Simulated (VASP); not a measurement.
# BaS (Imm2) in VASP: further runs

BaS is run at these levels: r2SCAN; tasks: single point.

Everything below comes from runs of VASP 6.6.1. Logs are shortened: lines on timing, memory, paths and dates and some standing lists are left out, and cuts for length are marked.

### Step 1. The cell of the first run

The structure is orthorhombic, space group Imm2 (No. 44). The conventional cell has a = 4.517 Å, b = 6.388 Å, c = 4.517 Å, α = 90.00°, β = 90.00°, γ = 90.00°. Ba (site symmetry mm2) has 6 S at 3.06 to 3.34 Å within 4.0 Å. S (site symmetry mm2) has 6 Ba at 3.06 to 3.34 Å within 4.0 Å.

### Step 2. Single point, r2SCAN

POSCAR

```
BaS
1.0
    0.0000000000      3.1937500000      3.1937500000
    3.1937500000      0.0000000000      3.1937500000
    3.1937500000      3.1937500000      0.0000000000
Ba S
1 1
Direct
    0.0442806595      0.0000000000      0.0000000000
    0.5000000000      0.5000000000      0.5000000000
```

INCAR.step1

```
PREC = Accurate ; ENCUT = 520
ISMEAR = 0 ; SIGMA = 0.05
LREAL = F ; LASPH = T
NELM = 100 ; NBANDS = 15
GGA = PE ; ALGO = Normal
EDIFF = 1E-4 ; LWAVE = T
LCHARG = F
```

INCAR.step2

```
PREC = Accurate ; ENCUT = 520
EDIFF = 1E-6 ; ISMEAR = 0
SIGMA = 0.05 ; LREAL = F
LASPH = T ; NELM = 100
ALGO = Normal ; ISIF = 2
LWAVE = F ; LCHARG = F
METAGGA = R2SCAN ; LMIXTAU = T
NBANDS = 15 ; ISTART = 1
```

KPOINTS

```
regular mesh
0
Gamma
  6 6 6
```

Potentials or basis: VASP PAW PBE potentials, release 64 (Ba_sv, S).

Run with:

```console
cat potpaw_PBE.64/Ba_sv/POTCAR potpaw_PBE.64/S/POTCAR > POTCAR
cp INCAR.step1 INCAR
mpirun -np 1 vasp_std > vasp.out
cp INCAR.step2 INCAR
mpirun -np 1 vasp_std > vasp.out
```

OUTCAR:

```text
PREC = Accurate
   ENCUT = 520
   EDIFF = 1E-6
   ISMEAR = 0
   LREAL = F
   LASPH = T
   NELM = 100
   ISIF = 2
   METAGGA = R2SCAN
   ISTART = 1

 ion  position               nearest neighbor table
   1  0.044  0.000  0.000-   2 3.06   2 3.06   2 3.20   2 3.20   2 3.34   2 3.34
   2  0.500  0.500  0.500-   1 3.06   1 3.06   1 3.20   1 3.20   1 3.34   1 3.34

  LATTYP: Found a face centered cubic cell.
 ALAT       =     6.3875000000

  Lattice vectors:

 A1 = (   0.0000000000,   3.1937500000,   3.1937500000)
 A2 = (   3.1937500000,   0.0000000000,   3.1937500000)
 A3 = (   3.1937500000,   3.1937500000,   0.0000000000)

Analysis of symmetry for initial positions (statically):
=====================================================================
 Subroutine PRICEL returns:
 Original cell was already a primitive cell.

 Routine SETGRP: Setting up the symmetry group for a
 face centered cubic supercell.

 Subroutine GETGRP returns: Found  4 space group operations
 (whereof  4 operations were pure point group operations)
 out of a pool of 48 trial point group operations.

The static configuration has the point symmetry C_2v.

Analysis of symmetry for dynamics (positions and initial velocities):
=====================================================================
 Subroutine PRICEL returns:
 Original cell was already a primitive cell.

 Routine SETGRP: Setting up the symmetry group for a
 face centered cubic supercell.

 Subroutine GETGRP returns: Found  4 space group operations
 (whereof  4 operations were pure point group operations)
 out of a pool of 48 trial point group operations.

The dynamic configuration has the point symmetry C_2v.

 Subroutine INISYM returns: Found  4 space group operations
 (whereof  4 operations are pure point group operations),
 and found     1 'primitive' translations

----------------------------------------------------------------------------------------

                                     Primitive cell

  volume of cell :      65.1527

  direct lattice vectors                    reciprocal lattice vectors
     0.000000000  3.193750000  3.193750000    -0.156555773  0.156555773  0.156555773
     3.193750000  0.000000000  3.193750000     0.156555773 -0.156555773  0.156555773
     3.193750000  3.193750000  0.000000000     0.156555773  0.156555773 -0.156555773

  length of vectors
     4.516644565  4.516644565  4.516644565     0.271162553  0.271162553  0.271162553

  position of ions in fractional coordinates (direct lattice)
     0.044280659  0.000000000  0.000000000
     0.500000000  0.500000000  0.500000000

  ion indices of the primitive-cell ions
   primitive index   ion index
                 1           1
                 2           2

----------------------------------------------------------------------------------------

 KPOINTS: regular mesh

Automatic generation of k-mesh.
 Grid dimensions read from file:
 generate k-points for:    6    6    6

 Generating k-lattice:

  Cartesian coordinates                     Fractional coordinates (reciprocal lattice)
    -0.026092629  0.026092629  0.026092629     0.166666667  0.000000000  0.000000000
     0.026092629 -0.026092629  0.026092629     0.000000000  0.166666667  0.000000000
     0.026092629  0.026092629 -0.026092629     0.000000000  0.000000000  0.166666667

  Length of vectors
     0.045193759  0.045193759  0.045193759

  Shift w.r.t. Gamma in fractional coordinates (k-lattice)
     0.000000000  0.000000000  0.000000000

 Subroutine IBZKPT returns following result:
 ===========================================

 Found     46 irreducible k-points:

 Following reciprocal coordinates:
            Coordinates               Weight
  0.000000  0.000000  0.000000      1.000000
  0.166667  0.000000  0.000000      4.000000
  0.000000  0.166667  0.000000      4.000000
  0.333333  0.000000  0.000000      4.000000
  0.000000  0.333333  0.000000      4.000000
  0.500000  0.000000  0.000000      2.000000
[... 16 lines left out ...]
  0.000000 -0.166667  0.166667      2.000000
 -0.333333 -0.166667 -0.166667      2.000000
 [... further k-points ...]
   k-points           NKPTS =     46   k-points in BZ     NKDIM =     46   number of bands    NBANDS=     15
   number of dos      NEDOS =    301   number of ions     NIONS =      2
   total plane-waves  NPLWV =  46656
   dimension x,y,z NGX =    36 NGY =   36 NGZ =   36
   dimension x,y,z NGXF=    72 NGYF=   72 NGZF=   72
   ions per type =               1   1
   NGX,Y,Z   is equivalent  to a cutoff of  13.25, 13.25, 13.25 a.u.
   NGXF,Y,Z  is equivalent  to a cutoff of  26.50, 26.50, 26.50 a.u.
 SYSTEM =  unknown system
   PREC   = accura    normal or accurate (medium, high low for compatibility)
   ISTART =      1    job   : 0-new  1-cont  2-samecut
   ICHARG =      0    charge: 1-file 2-atom 10-const
   ISPIN  =      1    spin polarized calculation?
   LNONCOLLINEAR =      F non collinear calculations
   LSORBIT =      F    spin-orbit coupling
   LASPH  =      T    aspherical Exc in radial PAW
   ENCUT  =  520.0 eV  38.22 Ry    6.18 a.u.   8.40  8.40  8.40*2*pi/ulx,y,z
   NELM   =    100;   NELMIN=  2; NELMDL=  0     # of ELM steps
   EDIFF  = 0.1E-05   stopping-criterion for ELM
   LREAL  =      F    real-space projection
   EDIFFG = 0.1E-04   stopping-criterion for IOM
   NSW    =      0    number of steps for IOM
   IBRION =     -1    ionic relax: 0-MD 1-quasi-New 2-CG
   NFREE  =      0    steps in history (QN), initial steepest desc. (CG)
   ISIF   =      2    stress and relaxation
   ISYM   =      2    0-nonsym 1-usesym 2-fastsym
   POTIM  = 0.5000    time-step for ionic-motion
   TEBEG  =    0.0;   TEEND  =   0.0 temperature during run
   PSTRESS=    0.0 pullay stress
   NELECT =      16.0000    total number of electrons
   NUPDOWN=      -1.0000    fix difference up-down
   EMIN   =  10.00;   EMAX   =-10.00  energy-range for DOS
   EFERMI =   0.00;   METHOD = LEGACY
   ISMEAR =     0;   SIGMA  =   0.05  broadening in eV -4-tet -1-fermi 0-gaus
   EFERMI_NEDOS =   21; number of points for ismear=-14 and -15
   IALGO  =     38    algorithm
   IMIX   =      4    mixing-type and parameters
     AMIX     =   0.40;   BMIX     =  1.00
     AMIX_MAG =   1.60;   BMIX_MAG =  1.00
  volume/ion in A,a.u.               =      32.58       219.84
  Fermi-wavevector in a.u.,A,eV,Ry     =   1.025189  1.937326 14.299891  1.051012
  Thomas-Fermi vector in A             =   2.159016
   LORBIT       =      0    0 simple, 1 ext, 2 COOP (PROOUT), +10 PAW based schemes
   METAGGA = R2SCAN    functional components
   LHFCALC =     F    Hartree Fock is set to
   AEXX    =    0.0000 exact exchange contribution
   IVDW    =     0    specifies the selected vdW correction
   LEPSILON=     F    determine dielectric tensor
   LRPA    =     F    only Hartree local field effects (RPA)
 non-spin polarized calculation
 Gauss-broadening in eV      SIGMA  =   0.05
  energy-cutoff  :      520.00
  volume of cell :       65.15
 maximum number of plane-waves:      1807
 NGX is ok and might be reduce to    36
   NGX = 17   NGY = 17   NGZ = 17

 number of electron      16.0000001 magnetization

 Free energy of the ion-electron system (eV)
  ---------------------------------------------------
  ext. energy  EPLUGINS =         0.00000000
  ---------------------------------------------------
  free energy    TOTEN  =       -39.14935965 eV

  energy without entropy =      -39.14935965  energy(sigma->0) =      -39.14935965

 E-fermi :   1.4463     XC(G=0):  -9.0738

 val. band max:        1.1592964809   @ k =   0.0000   0.0000   0.0000
 cond. band min:       3.7731001850   @ k =   0.5000   0.5000   0.0000
 fundamental gap:      2.6138037042
 Fermi energy:         1.4463438165

 k-point     1 :       0.0000    0.0000    0.0000
  band No.  band energies     occupation
      1     -25.5786      2.00000
      2     -10.2943      2.00000
      3     -10.2214      2.00000
      4     -10.2127      2.00000
      5      -9.5136      2.00000
      6       1.1457      2.00000
      7       1.1464      2.00000
      8       1.1593      2.00000
      9       5.4214      0.00000
     10       5.5188      0.00000
     11       5.6209      0.00000
     12       5.6488      0.00000
     13       6.6140      0.00000
     14       6.6799      0.00000
     15      10.3487      0.00000

 k-point     2 :       0.1667    0.0000    0.0000
  band No.  band energies     occupation
      1     -25.5669      2.00000
      2     -10.7580      2.00000
      3     -10.2307      2.00000
      4     -10.2269      2.00000
      5      -9.0223      2.00000
      6       0.5313      2.00000
      7       0.8405      2.00000
      8       0.8588      2.00000
      9       5.5846      0.00000
     10       5.9297      0.00000
     11       5.9875      0.00000
     12       6.4115      0.00000
     13       7.4544      0.00000
     14       7.4655      0.00000
     15      11.4441      0.00000

 k-point     3 :       0.0000    0.1667    0.0000
  band No.  band energies     occupation
      1     -25.5667      2.00000
      2     -10.7671      2.00000
      3     -10.2377      2.00000
      4     -10.2253      2.00000
      5      -9.0074      2.00000
      6       0.5101      2.00000
      7       0.8467      2.00000
      8       0.9119      2.00000
      9       5.5092      0.00000
     10       5.9316      0.00000
     11       5.9637      0.00000
     12       6.3738      0.00000
     13       7.4530      0.00000
     14       7.5677      0.00000
     15      11.4450      0.00000
[... 343 lines left out ...]
 k-point    23 :       0.0000   -0.1667    0.1667
  band No.  band energies     occupation
      1     -25.5507      2.00000
      2     -11.0649      2.00000
      3     -10.3177      2.00000
      4     -10.2303      2.00000
      5      -8.6657      2.00000
      6      -0.0421      2.00000
      7       0.4574      2.00000
      8       0.8889      2.00000
      9       5.5777      0.00000
     10       6.3590      0.00000
     11       6.6350      0.00000
     12       7.0587      0.00000
     13       8.2562      0.00000
     14       9.2360      0.00000
     15      12.5079      0.00000

 k-point    24 :      -0.3333   -0.1667   -0.1667
  band No.  band energies     occupation
      1     -25.5512      2.00000
      2     -11.0405      2.00000
      3     -10.3182      2.00000
      4     -10.2249      2.00000
      5      -8.6953      2.00000
      6      -0.0628      2.00000
      7       0.3964      2.00000
      8       0.8962      2.00000
      9       5.6889      0.00000
     10       6.2171      0.00000
     11       6.6496      0.00000
     12       7.3061      0.00000
     13       8.3042      0.00000
     14       9.0859      0.00000
     15      12.5138      0.00000

 [... further k-points ...]
[... 5 lines left out ...]
  --------------------------------------------------------------------------------------
  -------------------------------------------------------------------------------------
  Total        0.4844120      0.8847182      0.8847182      0.0000000     -0.0890489      0.0000000
  in kB       11.9122214     21.7561884     21.7561884      0.0000000     -2.1898093      0.0000000
  external PRESSURE =      18.4748661 kB  Pullay stress =       0.0000000 kB

 VOLUME and BASIS-vectors are now :
 -----------------------------------------------------------------------------
  energy-cutoff  :      520.00
  volume of cell :       65.15
      direct lattice vectors                 reciprocal lattice vectors
     0.000000000  3.193750000  3.193750000    -0.156555773  0.156555773  0.156555773
     3.193750000  0.000000000  3.193750000     0.156555773 -0.156555773  0.156555773
     3.193750000  3.193750000  0.000000000     0.156555773  0.156555773 -0.156555773

 POSITION                                       TOTAL-FORCE (eV/Angst)
 -----------------------------------------------------------------------------------
      0.00000      0.14142      0.14142         0.000000     -0.354168     -0.354168
      3.19375      3.19375      3.19375        -0.000000      0.354168      0.354168
 -----------------------------------------------------------------------------------
    total drift:                               -0.000000     -0.000175     -0.000175

  FREE ENERGIE OF THE ION-ELECTRON SYSTEM (eV)
  ---------------------------------------------------
  free  energy   TOTEN  =       -39.1493596486 eV

  energy  without entropy=      -39.1493596486  energy(sigma->0) =      -39.14935965
```

Run time: 3.4 min. Hardware: 1 thread of Intel Xeon 8259CL, shared host; peak memory 0.24 GiB.

What came out:

| Quantity | Value |
| --- | --- |
| Free energy | -39.1494 eV |
| Pressure | 1.8 GPa |
| Largest force | 0.501 eV/Å |
| Band gap on the k mesh | 2.61 eV (least direct gap 2.69 eV) |

Forces on the atoms (eV/Å):
```
Ba   0.000 -0.354 -0.354
S    0.000  0.354  0.354
```

Levels at points of the mesh, in eV from the valence-band top:
```tsv
k point	band 6	band 7	band 8	band 9	band 10	band 11
(0.00, 0.00, 0.00)	-0.01	-0.01	0.00	4.26	4.36	4.46
(0.50, 0.00, 0.00)	-1.85	-1.04	-1.03	5.89	6.38	6.87
(0.00, 0.50, 0.00)	-1.85	-1.01	-0.98	6.03	6.03	6.88
(0.50, 0.50, 0.00)	-0.45	-0.15	-0.08	2.61	6.62	6.74
(0.00, 0.50, 0.50)	-0.48	-0.20	-0.10	2.70	6.62	6.71
```

Caveat: the cell differs from its parent crystal (all Ba atoms moved -0.200 Å, as atom 1 towards its neighbour atom 1 (Ba) at 4.517 Å); the PAW data sets were made with another functional, which shifts forces and pressure a little; spin-orbit coupling is left out, which moves the levels of the heavy elements.

### Step 3. Single point, r2SCAN

Changes to POSCAR since step 2:

```diff
@@ -8,3 +8,3 @@
 Direct
-    0.0442806595      0.0000000000      0.0000000000
+   -0.0332104946      0.0000000000      0.0000000000
     0.5000000000      0.5000000000      0.5000000000
```

INCAR.step1

```
SYSTEM = BaS
PREC = Accurate
ENCUT = 520
ISMEAR = 0
SIGMA = 0.05
LREAL = .False.
LASPH = .True.
NELM = 60
NBANDS = 15
GGA = PE
ALGO = Normal
EDIFF = 1E-4
LWAVE = .True.
LCHARG = .False.
```

INCAR.step2

```
SYSTEM = BaS
PREC = Accurate
ENCUT = 520
EDIFF = 1E-7
ISMEAR = 0
SIGMA = 0.05
LREAL = .False.
LASPH = .True.
NELM = 60
ALGO = Normal
ISIF = 2
LWAVE = .False.
LCHARG = .False.
METAGGA = R2SCAN
LMIXTAU = .True.
NBANDS = 15
ISTART = 1
```

KPOINTS

```
Automatic mesh
0
Gamma
  6 6 6
  0 0 0
```

Potentials or basis: VASP PAW PBE potentials, release 64 (Ba_sv, S).

Run with:

```console
cat potpaw_PBE.64/Ba_sv/POTCAR potpaw_PBE.64/S/POTCAR > POTCAR
cp INCAR.step1 INCAR
mpirun -np 1 vasp_std > vasp.out
cp INCAR.step2 INCAR
mpirun -np 1 vasp_std > vasp.out
```

Run time: 5.2 min. Hardware: 1 thread of Intel Xeon 8259CL, shared host; peak memory 0.24 GiB.

The run converged. Its results:

```
Free energy            : -39.1710 eV
Pressure               : 1.7 GPa
Largest force          : 0.368 eV/Å
Band gap on the k mesh : 2.55 eV (least direct gap 2.65 eV)
```

Forces in eV/Å, atoms in the order of the input:
```
Ba   0.000  0.261  0.261
S    0.000 -0.261 -0.261
```

Stress tensor (GPa, compression positive):
```
 1.28  0.00  0.00
 0.00  1.84 -0.12
 0.00 -0.12  1.84
```

Levels at points of the mesh, in eV from the valence-band top:
| k point | band 4 | band 5 | band 6 | band 7 | band 8 | band 9 | band 10 | band 11 | band 12 | band 13 |
| --- | --- | --- | --- | --- | --- | --- | --- | --- | --- | --- |
| (0.00, 0.00, 0.00) | -11.40 | -10.73 | -0.01 | -0.01 | 0.00 | 4.25 | 4.34 | 4.40 | 4.41 | 5.41 |
| (0.50, 0.00, 0.00) | -11.44 | -9.42 | -1.88 | -1.06 | -1.05 | 5.93 | 6.30 | 6.86 | 6.91 | 9.23 |
| (0.00, 0.50, 0.00) | -11.44 | -9.41 | -1.88 | -1.04 | -1.02 | 6.04 | 6.08 | 6.87 | 6.92 | 9.20 |
| (0.50, 0.50, 0.00) | -11.60 | -10.61 | -0.48 | -0.15 | -0.10 | 2.55 | 6.58 | 6.73 | 8.07 | 8.08 |
| (0.00, 0.50, 0.50) | -11.60 | -10.62 | -0.50 | -0.17 | -0.11 | 2.60 | 6.58 | 6.72 | 8.08 | 8.09 |

Caveat: the cell differs from its parent crystal (all Ba atoms moved +0.150 Å, as atom 1 towards its neighbour atom 1 (Ba) at 4.517 Å); the PAW data sets were made with another functional, which shifts forces and pressure a little; spin-orbit coupling is left out, which moves the levels of the heavy elements. A k mesh can miss the band edges.
